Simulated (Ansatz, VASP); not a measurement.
**PtSe2: VASP beside Ansatz**

INCAR

```
  ALGO = Normal
  DIPOL = 0.5 0.5 0.382
  EDIFF = 1E-6
  ENCUT = 520
  GGA = PE
  IDIPOL = 3
  ISIF = 2
  ISMEAR = 0
  IVDW = 12
  LASPH = T
  LCHARG = T
  LDIPOL = T
  LELF = T
  LREAL = F
  LVACPOTAV = T
  LVHAR = T
  LWAVE = F
  NBANDS = 31
  NELM = 80
  PREC = Accurate
  SIGMA = 0.05
```

The input KPOINTS:

```
k-points
0
Gamma
  9 9 1
```

The input POSCAR:

```
PtSe2
1.0
    3.7070357730      0.0000000000      0.0000000000
   -1.8535178865      3.2103871521      0.0000000000
    0.0000000000      0.0000000000     22.7981619012
Se Pt
4 2
Direct
    0.6666666667      0.3333333333      0.1973843339
    0.3333333333      0.6666666667      0.3135814625
    0.3333333333      0.8333333333      0.4499959688
    0.0000000000      1.1666666667      0.5661930974
    0.0000000000      0.0000000000      0.2554828982
   -0.3333333333      0.5000000000      0.5080945331
```

Input for Ansatz:

```yaml
crystal:
  lattice:
    - [3.707035773, 0.0, 0.0]
    - [-1.8535178865, 3.2103871521, 0.0]
    - [0.0, 0.0, 22.7981619012]
  atoms:
    - { symbol: Se, position: [0.6666666667, 0.3333333333, 0.1973843339] }
    - { symbol: Pt, position: [0.0, 0.0, 0.2554828982] }
    - { symbol: Se, position: [0.3333333333, 0.6666666667, 0.3135814625] }
    - { symbol: Se, position: [0.3333333333, 0.8333333333, 0.4499959688] }
    - { symbol: Pt, position: [-0.3333333333, 0.5, 0.5080945331] }
    - { symbol: Se, position: [0.0, 1.1666666667, 0.5661930974] }
basis:
  ecutwfc: 420
kpoints:
  mp_grid: { grid: [9, 9, 1] }
hamiltonian:
  xc: pbe
  pseudopotentials: { kind: paw, azcp: { folder: soft_1 } }
  dispersion: d3bj
scf:
  occupations: { method: gaussian, width: 0.05 }
output:
  forces: true
  eigenvalues: true
  write_density: true
  write_potential: true
  elf: true
  volumetric_format: npy
efield:
  axis: 3
  dipole_correction: true
  ramp_width: 0.04
```

Alike in both runs: task single point; functional PBE; dispersion D3(BJ); k mesh 9 × 9 × 1; occupations gaussian, width 0.05 eV; no spin polarisation.

|  | VASP | Ansatz |
| --- | --- | --- |
| version | VASP 6.6.1 | Ansatz 0.2.0 |
| potentials or method | VASP PAW PBE potentials, release 64 (Se, Pt), cutoff 520 eV | scalar-relativistic, plane waves, PAW |
| valence electrons in the cell | 44 | 100 |

```tsv
	VASP	Ansatz	Ansatz less VASP
gap on the k mesh at the Fermi level (eV)	0.48	0.49	+0.009
least direct gap on the mesh (eV)	0.75	0.76	+0.009
rms of the force components (eV/Å)	0.094	0.095	+0.0007
```

VASP's potentials hold 44 valence electrons a cell and Ansatz's 100, so a difference there can come from the potentials and not from the codes. Ansatz's warnings: xc potential rough in thin density.

Spin-orbit coupling is off throughout.
